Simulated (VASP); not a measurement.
# GaN (F-43m) in VASP: single point with LDA

Aim: the single point of GaN with LDA.

Program: VASP 6.6.1. These are calculated values, not measurements. Logs are shortened: lines on timing, memory, paths and dates and some standing lists are left out, and cuts for length are marked.

### Step 1. The cell of the first run

It takes space group F-43m (No. 216, cubic). The conventional cell has a = 4.455 Å, b = 4.455 Å, c = 4.455 Å, α = 90.00°, β = 90.00°, γ = 90.00°. Ga (site symmetry -43m) has 4 N at 1.93 Å within 2.6 Å. Within 2.6 Å of N (site symmetry -43m) lie 4 Ga at 1.93 Å.

### Step 2. Single point, LDA

Input file INCAR:

```
SYSTEM = GaN
ALGO = Normal ; EDIFF = 1E-6
ENCUT = 600 ; GGA_COMPAT = .FALSE.
ISIF = 2 ; ISMEAR = 0
LASPH = .TRUE. ; LCHARG = .FALSE.
LREAL = .FALSE. ; LWAVE = .FALSE.
NBANDS = 16 ; NELM = 120
PREC = Accurate ; SIGMA = 0.01
```

Input file KPOINTS:

```
k-points
0
G
  10 10 10
  0 0 0
```

Input file POSCAR:

```
GaN
1.0
    0.0000000000      2.2276018845      2.2276018845
    2.2276018845      0.0000000000      2.2276018845
    2.2276018845      2.2276018845      0.0000000000
Ga N
1 1
Direct
    0.0000000000      0.0000000000      0.0000000000
    0.2500000000      0.2500000000      0.2500000000
```

Potentials or basis: VASP PAW LDA potentials, release 64 (Ga_d, N).

Launch:

```console
> cat potpaw_LDA.64/Ga_d/POTCAR potpaw_LDA.64/N/POTCAR > POTCAR
> mpirun -np 1 vasp_std > vasp.out
```

OUTCAR:

```text
SYSTEM = GaN
   EDIFF = 1E-6
   ENCUT = 600
   ISIF = 2
   ISMEAR = 0
   LASPH = .TRUE.
   LREAL = .FALSE.
   NELM = 120
   PREC = Accurate

 ion  position               nearest neighbor table
   1  0.000  0.000  0.000-   2 1.93   2 1.93   2 1.93   2 1.93
   2  0.250  0.250  0.250-   1 1.93   1 1.93   1 1.93   1 1.93

  LATTYP: Found a face centered cubic cell.
 ALAT       =     4.4552037690

  Lattice vectors:

 A1 = (   0.0000000000,   2.2276018845,   2.2276018845)
 A2 = (   2.2276018845,   0.0000000000,   2.2276018845)
 A3 = (   2.2276018845,   2.2276018845,   0.0000000000)

Analysis of symmetry for initial positions (statically):
=====================================================================
 Subroutine PRICEL returns:
 Original cell was already a primitive cell.

 Routine SETGRP: Setting up the symmetry group for a
 face centered cubic supercell.

 Subroutine GETGRP returns: Found 24 space group operations
 (whereof 24 operations were pure point group operations)
 out of a pool of 48 trial point group operations.

The static configuration has the point symmetry T_d .

Analysis of symmetry for dynamics (positions and initial velocities):
=====================================================================
 Subroutine PRICEL returns:
 Original cell was already a primitive cell.

 Routine SETGRP: Setting up the symmetry group for a
 face centered cubic supercell.

 Subroutine GETGRP returns: Found 24 space group operations
 (whereof 24 operations were pure point group operations)
 out of a pool of 48 trial point group operations.

The dynamic configuration has the point symmetry T_d .

 Subroutine INISYM returns: Found 24 space group operations
 (whereof 24 operations are pure point group operations),
 and found     1 'primitive' translations

----------------------------------------------------------------------------------------

                                     Primitive cell

  volume of cell :      22.1077

  direct lattice vectors                    reciprocal lattice vectors
     0.000000000  2.227601884  2.227601884    -0.224456625  0.224456625  0.224456625
     2.227601884  0.000000000  2.227601884     0.224456625 -0.224456625  0.224456625
     2.227601884  2.227601884  0.000000000     0.224456625  0.224456625 -0.224456625

  length of vectors
     3.150304797  3.150304797  3.150304797     0.388770278  0.388770278  0.388770278

  position of ions in fractional coordinates (direct lattice)
     0.000000000  0.000000000  0.000000000
     0.250000000  0.250000000  0.250000000

[... 77 lines left out ...]
   LREAL  =      F    real-space projection
   EDIFFG = 0.1E-04   stopping-criterion for IOM
   NSW    =      0    number of steps for IOM
   IBRION =     -1    ionic relax: 0-MD 1-quasi-New 2-CG
   NFREE  =      0    steps in history (QN), initial steepest desc. (CG)
   ISIF   =      2    stress and relaxation
   ISYM   =      2    0-nonsym 1-usesym 2-fastsym
   POTIM  = 0.5000    time-step for ionic-motion
   TEBEG  =    0.0;   TEEND  =   0.0 temperature during run
   PSTRESS=    0.0 pullay stress
   NELECT =      18.0000    total number of electrons
   NUPDOWN=      -1.0000    fix difference up-down
   EMIN   =  10.00;   EMAX   =-10.00  energy-range for DOS
   EFERMI =   0.00;   METHOD = LEGACY
   ISMEAR =     0;   SIGMA  =   0.01  broadening in eV -4-tet -1-fermi 0-gaus
   EFERMI_NEDOS =   21; number of points for ismear=-14 and -15
   IALGO  =     38    algorithm
   IMIX   =      4    mixing-type and parameters
     AMIX     =   0.40;   BMIX     =  1.00
     AMIX_MAG =   1.60;   BMIX_MAG =  1.00
  volume/ion in A,a.u.               =      11.05        74.59
  Fermi-wavevector in a.u.,A,eV,Ry     =   1.528685  2.888796 31.795166  2.336879
  Thomas-Fermi vector in A             =   2.636410
   LORBIT       =      0    0 simple, 1 ext, 2 COOP (PROOUT), +10 PAW based schemes
   GGA     = CA    functional components
   LHFCALC =     F    Hartree Fock is set to
   AEXX    =    0.0000 exact exchange contribution
   IVDW    =     0    specifies the selected vdW correction
   LEPSILON=     F    determine dielectric tensor
   LRPA    =     F    only Hartree local field effects (RPA)
 non-spin polarized calculation
 Gauss-broadening in eV      SIGMA  =   0.01
  energy-cutoff  :      600.00
  volume of cell :       22.11
 maximum number of plane-waves:       754
 NGX is ok and might be reduce to    28
   NGX = 13   NGY = 13   NGZ = 13

 number of electron      18.0000001 magnetization

 Free energy of the ion-electron system (eV)
  ---------------------------------------------------
  ext. energy  EPLUGINS =         0.00000000
  ---------------------------------------------------
  free energy    TOTEN  =       -13.94407994 eV

  energy without entropy =      -13.94407994  energy(sigma->0) =      -13.94407994

 E-fermi :   5.4948     XC(G=0): -12.3044

 val. band max:        5.4205459383   @ k =   0.0000   0.0000   0.0000
 cond. band min:       7.3933723536   @ k =   0.0000   0.0000   0.0000
 fundamental gap:      1.9728264152
 Fermi energy:         5.4948042275

 k-point     1 :       0.0000    0.0000    0.0000
  band No.  band energies     occupation
      1     -10.6886      2.00000
      2      -8.1706      2.00000
      3      -8.1706      2.00000
      4      -8.1706      2.00000
      5      -7.8162      2.00000
      6      -7.8162      2.00000
[... 433 lines left out ...]
      3      -7.9234      2.00000
      4      -7.9221      2.00000
      5      -7.7493      2.00000
      6      -6.8247      2.00000
[... 8 lines left out ...]
     15      28.1237      0.00000
     16      28.1582      0.00000

 [... further k-points ...]

------------------------ aborting loop because EDIFF is reached ----------------------------------------

  FORCE on cell =-STRESS in cart. coord.  units (eV):
  Direction    XX          YY          ZZ          XY          YZ          ZX
  --------------------------------------------------------------------------------------
  -------------------------------------------------------------------------------------
  Total        0.1439295      0.1439295      0.1439295      0.0000000      0.0000000      0.0000000
  in kB       10.4308000     10.4308000     10.4308000      0.0000000      0.0000000      0.0000000
  external PRESSURE =      10.4308000 kB  Pullay stress =       0.0000000 kB

 VOLUME and BASIS-vectors are now :
 -----------------------------------------------------------------------------
  energy-cutoff  :      600.00
  volume of cell :       22.11
      direct lattice vectors                 reciprocal lattice vectors
     0.000000000  2.227601884  2.227601884    -0.224456625  0.224456625  0.224456625
     2.227601884  0.000000000  2.227601884     0.224456625 -0.224456625  0.224456625
     2.227601884  2.227601884  0.000000000     0.224456625  0.224456625 -0.224456625

 POSITION                                       TOTAL-FORCE (eV/Angst)
 -----------------------------------------------------------------------------------
      0.00000      0.00000      0.00000        -0.000000     -0.000000     -0.000000
      1.11380      1.11380      1.11380         0.000000      0.000000      0.000000
 -----------------------------------------------------------------------------------
    total drift:                               -0.000000     -0.000000      0.000000

  FREE ENERGIE OF THE ION-ELECTRON SYSTEM (eV)
  ---------------------------------------------------
  free  energy   TOTEN  =       -13.9440799443 eV

  energy  without entropy=      -13.9440799443  energy(sigma->0) =      -13.94407994
```

Run time: 24 s. Hardware: 1 thread of Intel Xeon 8259CL, shared host; peak memory 0.15 GiB.

Results:

```
Free energy            : -13.9441 eV
Pressure               : 1.0 GPa
Band gap on the k mesh : 1.97 eV
```
